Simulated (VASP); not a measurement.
# AlN (P6_3mc) in VASP: vibrations by perturbation theory with PBE

Aim: the vibrations by perturbation theory of AlN with PBE.

All numbers are computed with VASP 6.6.1; they aren't measurements. Logs are shortened: lines on timing, memory, paths and dates and some standing lists are left out, and cuts for length are marked.

## (1) The cell of the first run

The structure is hexagonal, space group P6_3mc (No. 186). The conventional cell has a = 3.116 Å, b = 3.116 Å, c = 4.990 Å, α = 90.00°, β = 90.00°, γ = 120.00°. Within 2.5 Å of Al (site symmetry 3m) lie 4 N at 1.89 to 1.91 Å. N (site symmetry 3m) has 4 Al at 1.89 to 1.91 Å within 2.5 Å.

## (2) Vibrations by perturbation theory, PBE

Input file INCAR:

```
SYSTEM = AlN
PREC = Accurate
ENCUT = 520
EDIFF = 1E-8
ISMEAR = 0
SIGMA = 0.01
LREAL = .False.
LASPH = .True.
NELM = 100
ALGO = Normal
ISIF = 2
LWAVE = .False.
LCHARG = .False.
GGA = PE
IBRION = 8
NSW = 1
LEPSILON = .True.
```

Input file KPOINTS:

```
regular mesh
0
Gamma
  12 12 6
  0 0 0
```

Input file POSCAR:

```
AlN
1.0
    3.1155234315      0.0000000000      0.0000000000
   -1.5577617158      2.6981224378      0.0000000000
    0.0000000000      0.0000000000      4.9896433217
Al N
2 2
Direct
    0.3333333333      0.6666666667      0.0015947237
    0.6666666667      0.3333333333      0.5015947237
    0.3333333333      0.6666666667      0.3834052763
    0.6666666667      0.3333333333      0.8834052763
```

Potentials or basis: VASP PAW PBE potentials, release 64 (Al, N).

The run is started by

```
$ cat potpaw_PBE.64/Al/POTCAR potpaw_PBE.64/N/POTCAR > POTCAR
$ mpirun -np 1 vasp_std > vasp.out
```

OUTCAR:

```text
SYSTEM = AlN
   PREC = Accurate
   ENCUT = 520
   EDIFF = 1E-8
   ISMEAR = 0
   LREAL = .False.
   LASPH = .True.
   NELM = 100
   ISIF = 2
   GGA = PE
   IBRION = 8
   NSW = 1
   LEPSILON = .True.

 ion  position               nearest neighbor table
   1  0.333  0.667  0.002-   4 1.89   4 1.89   4 1.89   3 1.91   2 3.08   2 3.08   2 3.08   2 3.08
                             2 3.08   2 3.08
   2  0.667  0.333  0.502-   3 1.89   3 1.89   3 1.89   4 1.91   1 3.08   1 3.08   1 3.08   1 3.08
                             1 3.08   1 3.08
   3  0.333  0.667  0.383-   2 1.89   2 1.89   2 1.89   1 1.91
   4  0.667  0.333  0.883-   1 1.89   1 1.89   1 1.89   2 1.91

  LATTYP: Found a hexagonal cell.
 ALAT       =     3.1155234315
 C/A-ratio  =     1.6015425438

  Lattice vectors:

 A1 = (   3.1155234315,   0.0000000000,   0.0000000000)
 A2 = (  -1.5577617158,   2.6981224378,   0.0000000000)
 A3 = (   0.0000000000,   0.0000000000,   4.9896433217)

Analysis of symmetry for initial positions (statically):
=====================================================================
 Subroutine PRICEL returns:
 Original cell was already a primitive cell.

 Routine SETGRP: Setting up the symmetry group for a
 hexagonal supercell.

 Subroutine GETGRP returns: Found 12 space group operations
 (whereof  6 operations were pure point group operations)
 out of a pool of 24 trial point group operations.

The static configuration has the point symmetry C_3v.
 The point group associated with its full space group is C_6v.

Analysis of symmetry for dynamics (positions and initial velocities):
=====================================================================
 Subroutine PRICEL returns:
 Original cell was already a primitive cell.

[... 639 lines left out ...]
 ---------------------------------------------------------------------------------
 ion    1
    1     2.51374    -0.00000     0.00000
    2    -0.00000     2.51374     0.00000
    3     0.00000     0.00000     2.67552
 ion    2
    1     2.51374    -0.00000     0.00000
    2    -0.00000     2.51374     0.00000
    3    -0.00000     0.00000     2.67552
 ion    3
    1    -2.51374     0.00000    -0.00000
    2     0.00000    -2.51374     0.00000
    3    -0.00000     0.00000    -2.67552
 ion    4
    1    -2.51374     0.00000    -0.00000
    2     0.00000    -2.51374     0.00000
    3     0.00000     0.00000    -2.67552

 INTERNAL STRAIN TENSOR FOR ION    4 for displacements in x,y,z  (eV/Angst):
          X           Y           Z          XY          YZ          ZX
  --------------------------------------------------------------------------------
  x    -0.00000     0.00000    -0.00000    10.49940    -0.00000     5.22761
  y    10.49940   -10.49940    -0.00000     0.00000     5.27564    -0.00000
  z     5.47449     5.47449   -12.11048    -0.00000    -0.00000     0.00000

 SECOND DERIVATIVES (NOT SYMMETRIZED)
 ------------------------------------
               1X          1Y          1Z          2X          2Y          2Z          3X          3Y          3Z          4X          4Y          4Z
  1X   -15.585357    0.000000    0.000000    0.664317   -0.000000    0.000000    1.461780   -0.000000    0.000000   13.459260   -0.000000   -0.000000
  1Y     0.000000  -15.585357    0.000000   -0.000000    0.664317    0.000000   -0.000000    1.461780    0.000000   -0.000000   13.459260    0.000000
  1Z     0.000000   -0.000000  -20.883306    0.000000   -0.000000    8.386704    0.000000   -0.000000    6.370560    0.000000    0.000000    6.126042
  2X     0.664317   -0.000000    0.000000  -15.585357    0.000000   -0.000000   13.459260   -0.000000    0.000000    1.461780   -0.000000   -0.000000
  2Y    -0.000000    0.664317   -0.000000    0.000000  -15.585357    0.000000   -0.000000   13.459260   -0.000000   -0.000000    1.461780   -0.000000
  2Z    -0.000000    0.000000    8.386704   -0.000000    0.000000  -20.883306    0.000000    0.000000    6.126042    0.000000    0.000000    6.370560
  3X     1.460437   -0.000000    0.000000   13.458429   -0.000000    0.000000  -15.647037    0.000000    0.000000    0.728172   -0.000000    0.000000
  3Y    -0.000000    1.460437   -0.000000   -0.000000   13.458429    0.000000    0.000000  -15.647037    0.000000   -0.000000    0.728172    0.000000
  3Z     0.000000    0.000000    6.344195   -0.000000   -0.000000    6.149511    0.000000    0.000000  -19.548734    0.000000    0.000000    7.055028
  4X    13.458429   -0.000000    0.000000    1.460437   -0.000000   -0.000000    0.728172   -0.000000    0.000000  -15.647037    0.000000    0.000000
  4Y    -0.000000   13.458429    0.000000   -0.000000    1.460437    0.000000   -0.000000    0.728172   -0.000000    0.000000  -15.647037    0.000000
  4Z     0.000000    0.000000    6.149511   -0.000000    0.000000    6.344195   -0.000000    0.000000    7.055028   -0.000000    0.000000  -19.548734

 Eigenvectors and eigenvalues of the dynamical matrix
 ----------------------------------------------------

   1 f  =   21.550662 THz   135.406803 2PiTHz  718.852705 cm-1    89.126336 meV
             X         Y         Z           dx          dy          dz
     -0.000000  1.798748  0.007957     0.000000   -0.000000    0.009796
      1.557762  0.899374  2.502779     0.000000   -0.000000   -0.009796
     -0.000000  1.798748  1.913056    -0.000000    0.000000   -0.707039
      1.557762  0.899374  4.407877    -0.000000    0.000000    0.707039
[... 71 lines left out ...]
  12 f/i=    0.001001 THz     0.006286 2PiTHz    0.033374 cm-1     0.004138 meV
             X         Y         Z           dx          dy          dz
     -0.000000  1.798748  0.007957    -0.000000   -0.000000   -0.573720
      1.557762  0.899374  2.502779    -0.000000   -0.000000   -0.573720
     -0.000000  1.798748  1.913056    -0.000000   -0.000000   -0.413334
      1.557762  0.899374  4.407877    -0.000000   -0.000000   -0.413334

--------------------------------------------------------------------------------------------------------

 MACROSCOPIC STATIC DIELECTRIC TENSOR IONIC CONTRIBUTION
 ------------------------------------------------------
           3.654331    -0.000000    -0.000000
          -0.000000     3.654331    -0.000000
          -0.000000    -0.000000     4.943201
 ------------------------------------------------------

 ELASTIC MODULI CONTR FROM IONIC RELAXATION (kBar)
 Direction    XX          YY          ZZ          XY          YZ          ZX
 --------------------------------------------------------------------------------
 XX        -703.4758    336.1476    406.3165      0.0000     -0.0000     -0.0000
 YY         336.1476   -703.4758    406.3165      0.0000      0.0000      0.0000
 ZZ         406.3165    406.3165   -898.8862     -0.0000     -0.0000     -0.0000
 XY           0.0000      0.0000     -0.0000   -519.8117      0.0000      0.0000
 YZ          -0.0000      0.0000     -0.0000      0.0000   -129.7198      0.0000
 ZX          -0.0000      0.0000     -0.0000      0.0000      0.0000   -137.3579
 --------------------------------------------------------------------------------

 PIEZOELECTRIC TENSOR IONIC CONTR  for field in x, y, z        (C/m^2)
          XX          YY          ZZ          XY          YZ          ZX
  --------------------------------------------------------------------------------
  x    -0.00000     0.00000    -0.00000     0.00000     0.00000    -0.66666
  y    -0.00000     0.00000    -0.00000     0.00000    -0.64786     0.00000
  z    -0.89658    -0.89658     1.98348     0.00000     0.00000     0.00000
```

It took 6.2 min on 1 thread of Intel Xeon 6975P-C (Granite Rapids), shared host; peak memory 0.57 GiB.

What came out:

| Quantity | Value |
| --- | --- |
| Electronic dielectric tensor (diagonal) | 4.44, 4.44, 4.66 |
| Born charges (mean of the diagonal) | Al +2.57; N -2.57 e |
| Highest phonon frequency at Γ, LO-TO splitting left out | 719 cm⁻¹ |

Phonon frequencies in cm⁻¹ (negative: imaginary):
```csv
q point,frequencies
"(0.000, 0.000, 0.000)",0 0 0 237 237 543 607 652 652 663 663 719
```

Electronic dielectric tensor:
```
4.44 0.00 0.00
0.00 4.44 0.00
0.00 0.00 4.66
```

Born effective charge tensors (e):
atom 1, Al
```
2.51 0.00 0.00
0.00 2.51 0.00
0.00 0.00 2.68
```
atom 2, Al
```
2.51 0.00 0.00
0.00 2.51 0.00
0.00 0.00 2.68
```
atom 3, N
```
-2.51  0.00  0.00
 0.00 -2.51  0.00
 0.00  0.00 -2.68
```
atom 4, N
```
-2.51  0.00  0.00
 0.00 -2.51  0.00
 0.00  0.00 -2.68
```

Caveat: the cell stands under pressure or tension, which shifts response properties.
